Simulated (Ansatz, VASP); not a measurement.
## Sb in VASP and in Ansatz

```
CELL_PARAMETERS angstrom
4.45474 0.00000 0.00000
0.00000 4.45474 0.00000
0.00000 0.00000 3.06025
ATOMIC_POSITIONS crystal
Sb 0.50000 0.00000 0.99787
Sb 0.00000 0.50000 0.00213
```

Alike in both runs: functional PBE; k mesh 4 × 4 × 6; occupations gaussian, width 0.1 eV; no spin polarisation.

Ansatz relaxed the structure, and its values are those at the end. VASP's run is a single point on that final structure, the one shown.

|  | VASP | Ansatz |
| --- | --- | --- |
| version | VASP 6.6.1 | Ansatz 0.2.0 |
| potentials or method | VASP PAW PBE potentials, release 64 (Sb), cutoff 520 eV | scalar-relativistic, plane waves, PAW |
| valence electrons in the cell | 10 | 30 |

|  | VASP | Ansatz | Ansatz less VASP |
| --- | --- | --- | --- |
| gap on the k mesh at the Fermi level (eV) | none | none | - |
| pressure (GPa) | -0.1 | 0.0 | +0.02 |
| rms of the force components (eV/Å) | 0.005 | 0.005 | 0.0000 |

A gap of «none» marks a metal or a gap that the smearing closes. VASP's potentials hold 10 valence electrons a cell and Ansatz's 30, so a difference there can come from the potentials and not from the codes.

Neither program's run includes spin-orbit coupling.
